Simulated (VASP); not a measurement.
# AlN (P6_3/mmc) in VASP: further runs

Runs on AlN. Level: LDA. Tasks: single point.

Program: VASP 6.6.1. These are calculated values, not measurements. Logs are shortened: lines on timing, memory, paths and dates and some standing lists are left out, and cuts for length are marked.

## 1. The cell of the first run

The structure is hexagonal, space group P6_3/mmc (No. 194). The conventional cell has a = 3.411 Å, b = 3.411 Å, c = 4.188 Å, α = 90.00°, β = 90.00°, γ = 120.00°. Within 2.6 Å of Al (site symmetry -6m2) lie 5 N at 1.97 to 2.09 Å. Within 2.6 Å of N (site symmetry -6m2) lie 5 Al at 1.97 to 2.09 Å.

## 2. Single point, LDA (strain +0.030 along x and y, +0.000 along z)

File INCAR:

```
SYSTEM = AlN
PREC = Accurate
ENCUT = 600
EDIFF = 1E-6
ISMEAR = 0
SIGMA = 0.05
LREAL = .False.
LASPH = .True.
NELM = 120
ALGO = Normal
ISIF = 2
LWAVE = .False.
LCHARG = .False.
NBANDS = 16
GGA_COMPAT = .False.
```

File KPOINTS:

```
Automatic mesh
0
Gamma
  9 9 6
  0 0 0
```

File POSCAR:

```
AlN
1.0
    3.4114792141      0.0000000000      0.0000000000
   -1.7057396070      2.9544276639      0.0000000000
    0.0000000000      0.0000000000      4.1875630000
Al N
2 2
Direct
    0.3333333333      0.6666666667      0.7500000000
    0.6666666667      0.3333333333      0.2500000000
    0.3333333333      0.6666666667      0.2500000000
    0.6666666667      0.3333333333      0.7500000000
```

Potentials or basis: VASP PAW LDA potentials, release 64 (Al, N).

Run with:

```
cat potpaw_LDA.64/Al/POTCAR potpaw_LDA.64/N/POTCAR > POTCAR
mpirun -np 1 vasp_std > vasp.out
```

OUTCAR:

```text
SYSTEM = AlN
   PREC = Accurate
   ENCUT = 600
   EDIFF = 1E-6
   ISMEAR = 0
   LREAL = .False.
   LASPH = .True.
   NELM = 120
   ISIF = 2

 ion  position               nearest neighbor table
   1  0.333  0.667  0.750-   4 1.97   4 1.97   4 1.97   3 2.09   3 2.09   2 2.87   2 2.87   2 2.87
                             2 2.87   2 2.87   2 2.87
   2  0.667  0.333  0.250-   3 1.97   3 1.97   3 1.97   4 2.09   4 2.09   1 2.87   1 2.87   1 2.87
                             1 2.87   1 2.87   1 2.87
   3  0.333  0.667  0.250-   2 1.97   2 1.97   2 1.97   1 2.09   1 2.09
   4  0.667  0.333  0.750-   1 1.97   1 1.97   1 1.97   2 2.09   2 2.09

  LATTYP: Found a hexagonal cell.
 ALAT       =     3.4114792141
 C/A-ratio  =     1.2274918700

  Lattice vectors:

 A1 = (   3.4114792141,   0.0000000000,   0.0000000000)
 A2 = (  -1.7057396070,   2.9544276639,   0.0000000000)
 A3 = (   0.0000000000,   0.0000000000,   4.1875630000)

Analysis of symmetry for initial positions (statically):
=====================================================================
 Subroutine PRICEL returns:
 Original cell was already a primitive cell.

 Routine SETGRP: Setting up the symmetry group for a
 hexagonal supercell.

 Subroutine GETGRP returns: Found 24 space group operations
 (whereof 12 operations were pure point group operations)
 out of a pool of 24 trial point group operations.

The static configuration has the point symmetry D_3d.
 The point group associated with its full space group is D_6h.

Analysis of symmetry for dynamics (positions and initial velocities):
=====================================================================
 Subroutine PRICEL returns:
 Original cell was already a primitive cell.

 Routine SETGRP: Setting up the symmetry group for a
 hexagonal supercell.

 Subroutine GETGRP returns: Found 24 space group operations
 (whereof 12 operations were pure point group operations)
 out of a pool of 24 trial point group operations.

The dynamic configuration has the point symmetry D_3d.
 The point group associated with its full space group is D_6h.

 Subroutine INISYM returns: Found 24 space group operations
 (whereof 12 operations are pure point group operations),
 and found     1 'primitive' translations

----------------------------------------------------------------------------------------

                                     Primitive cell

  volume of cell :      42.2063

  direct lattice vectors                    reciprocal lattice vectors
     3.411479214  0.000000000  0.000000000     0.293127977  0.169237516  0.000000000
    -1.705739607  2.954427664  0.000000000     0.000000000  0.338475033  0.000000000
     0.000000000  0.000000000  4.187563000     0.000000000  0.000000000  0.238802377

  length of vectors
     3.411479214  3.411479214  4.187563000     0.338475033  0.338475033  0.238802377

  position of ions in fractional coordinates (direct lattice)
     0.333333333  0.666666667  0.750000000
     0.666666667  0.333333333  0.250000000
     0.333333333  0.666666667  0.250000000
     0.666666667  0.333333333  0.750000000

  ion indices of the primitive-cell ions
   primitive index   ion index
                 1           1
                 2           2
                 3           3
                 4           4

----------------------------------------------------------------------------------------

 KPOINTS: Automatic mesh

Automatic generation of k-mesh.
 Grid dimensions read from file:
 generate k-points for:    9    9    6

 Generating k-lattice:

  Cartesian coordinates                     Fractional coordinates (reciprocal lattice)
     0.032569775  0.018804168  0.000000000     0.111111111  0.000000000  0.000000000
     0.000000000  0.037608337  0.000000000     0.000000000  0.111111111  0.000000000
     0.000000000  0.000000000  0.039800396     0.000000000  0.000000000  0.166666667

  Length of vectors
     0.037608337  0.037608337  0.039800396

  Shift w.r.t. Gamma in fractional coordinates (k-lattice)
     0.000000000  0.000000000  0.000000000

 Subroutine IBZKPT returns following result:
 ===========================================

 Found     48 irreducible k-points:

 Following reciprocal coordinates:
            Coordinates               Weight
  0.000000  0.000000  0.000000      1.000000
  0.111111  0.000000  0.000000      6.000000
  0.222222  0.000000  0.000000      6.000000
  0.333333  0.000000  0.000000      6.000000
  0.444444  0.000000  0.000000      6.000000
  0.111111  0.111111  0.000000      6.000000
[... 16 lines left out ...]
  0.333333  0.222222  0.166667     24.000000
  0.333333  0.333333  0.166667      4.000000
 [... further k-points ...]
   k-points           NKPTS =     48   k-points in BZ     NKDIM =     48   number of bands    NBANDS=     16
   number of dos      NEDOS =    301   number of ions     NIONS =      4
   total plane-waves  NPLWV =  28224
   dimension x,y,z NGX =    28 NGY =   28 NGZ =   36
   dimension x,y,z NGXF=    56 NGYF=   56 NGZF=   72
   ions per type =               2   2
   NGX,Y,Z   is equivalent  to a cutoff of  13.64, 13.64, 14.29 a.u.
   NGXF,Y,Z  is equivalent  to a cutoff of  27.29, 27.29, 28.58 a.u.
 SYSTEM =  AlN
   PREC   = accura    normal or accurate (medium, high low for compatibility)
   ISTART =      0    job   : 0-new  1-cont  2-samecut
   ICHARG =      2    charge: 1-file 2-atom 10-const
   ISPIN  =      1    spin polarized calculation?
   LNONCOLLINEAR =      F non collinear calculations
   LSORBIT =      F    spin-orbit coupling
   LASPH  =      T    aspherical Exc in radial PAW
   ENCUT  =  600.0 eV  44.10 Ry    6.64 a.u.   6.81  6.81  8.36*2*pi/ulx,y,z
   NELM   =    120;   NELMIN=  2; NELMDL= -5     # of ELM steps
   EDIFF  = 0.1E-05   stopping-criterion for ELM
   LREAL  =      F    real-space projection
   EDIFFG = 0.1E-04   stopping-criterion for IOM
   NSW    =      0    number of steps for IOM
   IBRION =     -1    ionic relax: 0-MD 1-quasi-New 2-CG
   NFREE  =      0    steps in history (QN), initial steepest desc. (CG)
   ISIF   =      2    stress and relaxation
   ISYM   =      2    0-nonsym 1-usesym 2-fastsym
   POTIM  = 0.5000    time-step for ionic-motion
   TEBEG  =    0.0;   TEEND  =   0.0 temperature during run
   PSTRESS=    0.0 pullay stress
   NELECT =      16.0000    total number of electrons
   NUPDOWN=      -1.0000    fix difference up-down
   EMIN   =  10.00;   EMAX   =-10.00  energy-range for DOS
   EFERMI =   0.00;   METHOD = LEGACY
   ISMEAR =     0;   SIGMA  =   0.05  broadening in eV -4-tet -1-fermi 0-gaus
   EFERMI_NEDOS =   21; number of points for ismear=-14 and -15
   IALGO  =     38    algorithm
   IMIX   =      4    mixing-type and parameters
     AMIX     =   0.40;   BMIX     =  1.00
     AMIX_MAG =   1.60;   BMIX_MAG =  1.00
  volume/ion in A,a.u.               =      10.55        71.21
  Fermi-wavevector in a.u.,A,eV,Ry     =   1.184829  2.239002 19.100128  1.403820
  Thomas-Fermi vector in A             =   2.321035
   LORBIT       =      0    0 simple, 1 ext, 2 COOP (PROOUT), +10 PAW based schemes
   GGA     = CA    functional components
   LHFCALC =     F    Hartree Fock is set to
   AEXX    =    0.0000 exact exchange contribution
   IVDW    =     0    specifies the selected vdW correction
   LEPSILON=     F    determine dielectric tensor
   LRPA    =     F    only Hartree local field effects (RPA)
 non-spin polarized calculation
 Gauss-broadening in eV      SIGMA  =   0.05
  energy-cutoff  :      600.00
  volume of cell :       42.21
 maximum number of plane-waves:      1449
 NGX is ok and might be reduce to    28
   NGX = 13   NGY = 13   NGZ = 17

 number of electron      15.9999998 magnetization

 Free energy of the ion-electron system (eV)
  ---------------------------------------------------
  ext. energy  EPLUGINS =         0.00000000
  ---------------------------------------------------
  free energy    TOTEN  =       -32.22236157 eV

  energy without entropy =      -32.22236157  energy(sigma->0) =      -32.22236157

 E-fermi :   7.0930     XC(G=0): -11.2240

 val. band max:        6.8959710097   @ k =   0.0000   0.0000   0.0000
 cond. band min:       9.8384736878   @ k =   0.0000   0.0000   0.0000
 fundamental gap:      2.9425026781
 Fermi energy:         7.0929541659

 k-point     1 :       0.0000    0.0000    0.0000
  band No.  band energies     occupation
      1      -9.1594      2.00000
      2      -5.5723      2.00000
      3       0.5312      2.00000
      4       3.8325      2.00000
      5       3.8325      2.00000
      6       5.5865      2.00000
[... 8 lines left out ...]
     15      18.4141      0.00000
     16      18.5087      0.00000

 k-point     2 :       0.1111    0.0000    0.0000
  band No.  band energies     occupation
      1      -9.0287      2.00000
      2      -5.5811      2.00000
      3       0.6711      2.00000
      4       3.3598      2.00000
      5       3.6407      2.00000
      6       5.0937      2.00000
[... 8 lines left out ...]
     15      17.9077      0.00000
     16      17.9814      0.00000

 k-point     3 :       0.2222    0.0000    0.0000
  band No.  band energies     occupation
      1      -8.6539      2.00000
      2      -5.6478      2.00000
      3       1.0786      2.00000
      4       2.3555      2.00000
      5       3.2474      2.00000
      6       4.2233      2.00000
[... 8 lines left out ...]
     15      17.0928      0.00000
     16      18.7579      0.00000
[... 362 lines left out ...]
 k-point    23 :       0.3333    0.2222    0.1667
  band No.  band energies     occupation
      1      -7.1497      2.00000
      2      -6.3729      2.00000
      3       0.7799      2.00000
      4       1.4597      2.00000
      5       2.1649      2.00000
      6       3.9905      2.00000
[... 8 lines left out ...]
     15      18.1533      0.00000
     16      19.5162      0.00000

 k-point    24 :       0.3333    0.3333    0.1667
  band No.  band energies     occupation
      1      -6.7172      2.00000
      2      -6.7172      2.00000
      3       0.8075      2.00000
      4       1.6439      2.00000
      5       1.6439      2.00000
      6       4.3355      2.00000
[... 8 lines left out ...]
     15      17.8946      0.00000
     16      19.3636      0.00000

 [... further k-points ...]

------------------------ aborting loop because EDIFF is reached ----------------------------------------

  FORCE on cell =-STRESS in cart. coord.  units (eV):
  Direction    XX          YY          ZZ          XY          YZ          ZX
  --------------------------------------------------------------------------------------
  -------------------------------------------------------------------------------------
  Total       -5.4083488     -5.4083488     -4.0971913     -0.0000000     -0.0000000      0.0000000
  in kB     -205.3041986   -205.3041986   -155.5318652     -0.0000000     -0.0000000      0.0000000
  external PRESSURE =    -188.7134208 kB  Pullay stress =       0.0000000 kB

 VOLUME and BASIS-vectors are now :
 -----------------------------------------------------------------------------
  energy-cutoff  :      600.00
  volume of cell :       42.21
      direct lattice vectors                 reciprocal lattice vectors
     3.411479214  0.000000000  0.000000000     0.293127977  0.169237516  0.000000000
    -1.705739607  2.954427664  0.000000000     0.000000000  0.338475033  0.000000000
     0.000000000  0.000000000  4.187563000     0.000000000  0.000000000  0.238802377

 POSITION                                       TOTAL-FORCE (eV/Angst)
 -----------------------------------------------------------------------------------
     -0.00000      1.96962      3.14067        -0.000000      0.000000      0.000000
      1.70574      0.98481      1.04689         0.000000     -0.000000      0.000000
     -0.00000      1.96962      1.04689         0.000000      0.000000      0.000000
      1.70574      0.98481      3.14067        -0.000000      0.000000      0.000000
 -----------------------------------------------------------------------------------
    total drift:                                0.000000     -0.000000      0.000000

  FREE ENERGIE OF THE ION-ELECTRON SYSTEM (eV)
  ---------------------------------------------------
  free  energy   TOTEN  =       -32.2223615744 eV

  energy  without entropy=      -32.2223615744  energy(sigma->0) =      -32.22236157
```

Wall time 24 s (1 thread of Intel Xeon Platinum 8375C at 2.90GHz (Ice Lake), shared host); peak memory 0.16 GiB.

What came out:

```yaml
Free_energy: -32.2224 eV
Pressure: -18.9 GPa
Band_gap_on_the_k_mesh: 2.94 eV, direct
```

Caveat: the cell differs from its parent crystal (strain +0.030 along x and y, +0.000 along z).

## 3. Single point, LDA (strain +0.015 along x and y, +0.030 along z)

File INCAR:

```
SYSTEM = AlN
ALGO = Normal
EDIFF = 1E-6
ENCUT = 600
GGA_COMPAT = .FALSE.
ISIF = 2
ISMEAR = 0
LASPH = .TRUE.
LCHARG = .TRUE.
LELF = .TRUE.
LREAL = .FALSE.
LVHAR = .TRUE.
LWAVE = .FALSE.
NBANDS = 16
NELM = 120
PREC = Accurate
SIGMA = 0.05
```

File KPOINTS:

```
k-points
0
G
  9 9 6
  0 0 0
```

File POSCAR:

```
AlN
1.0
    3.3617974779      0.0000000000      0.0000000000
   -1.6808987390      2.9114020183      0.0000000000
    0.0000000000      0.0000000000      4.3131898900
Al N
2 2
Direct
    0.3333333333      0.6666666667      0.7500000000
    0.6666666667      0.3333333333      0.2500000000
    0.3333333333      0.6666666667      0.2500000000
    0.6666666667      0.3333333333      0.7500000000
```

Potentials or basis: VASP PAW LDA potentials, release 64 (Al, N).

Run with:

```
cat potpaw_LDA.64/Al/POTCAR potpaw_LDA.64/N/POTCAR > POTCAR
mpirun -np 1 vasp_std > vasp.out
```

OUTCAR:

```text
SYSTEM = AlN
   EDIFF = 1E-6
   ENCUT = 600
   ISIF = 2
   ISMEAR = 0
   LASPH = .TRUE.
   LREAL = .FALSE.
   NELM = 120
   PREC = Accurate

 ion  position               nearest neighbor table
   1  0.333  0.667  0.750-   4 1.94   4 1.94   4 1.94   3 2.16   3 2.16   2 2.90   2 2.90   2 2.90
                             2 2.90   2 2.90   2 2.90
   2  0.667  0.333  0.250-   3 1.94   3 1.94   3 1.94   4 2.16   4 2.16   1 2.90   1 2.90   1 2.90
                             1 2.90   1 2.90   1 2.90
   3  0.333  0.667  0.250-   2 1.94   2 1.94   2 1.94   1 2.16   1 2.16
   4  0.667  0.333  0.750-   1 1.94   1 1.94   1 1.94   2 2.16   2 2.16

[... 661 lines left out ...]
  -------------------------------------------------------------------------------------
  Total       -4.7911495     -4.7911495     -4.7006415      0.0000000      0.0000000      0.0000000
  in kB     -181.8352157   -181.8352157   -178.4002289      0.0000000      0.0000000      0.0000000
  external PRESSURE =    -180.6902201 kB  Pullay stress =       0.0000000 kB

 VOLUME and BASIS-vectors are now :
 -----------------------------------------------------------------------------
  energy-cutoff  :      600.00
  volume of cell :       42.22
      direct lattice vectors                 reciprocal lattice vectors
     3.361797478  0.000000000  0.000000000     0.297459917  0.171738563  0.000000000
    -1.680898739  2.911402018  0.000000000     0.000000000  0.343477127  0.000000000
     0.000000000  0.000000000  4.313189890     0.000000000  0.000000000  0.231846968

 POSITION                                       TOTAL-FORCE (eV/Angst)
 -----------------------------------------------------------------------------------
     -0.00000      1.94093      3.23489        -0.000000     -0.000000      0.000000
      1.68090      0.97047      1.07830        -0.000000      0.000000      0.000000
     -0.00000      1.94093      1.07830         0.000000     -0.000000      0.000000
      1.68090      0.97047      3.23489         0.000000      0.000000      0.000000
 -----------------------------------------------------------------------------------
    total drift:                                0.000000     -0.000000      0.000000

  FREE ENERGIE OF THE ION-ELECTRON SYSTEM (eV)
  ---------------------------------------------------
  free  energy   TOTEN  =       -32.2415492551 eV

  energy  without entropy=      -32.2415492551  energy(sigma->0) =      -32.24154926
```

Run time: 24 s. Hardware: 1 thread of Intel Xeon Platinum 8375C at 2.90GHz (Ice Lake), shared host; peak memory 0.16 GiB.

Results:

- Free energy: -32.2415 eV
- Pressure: -18.1 GPa
- Band gap on the k mesh: 2.79 eV, direct

Caveat: the cell differs from its parent crystal (strain +0.015 along x and y, +0.030 along z).
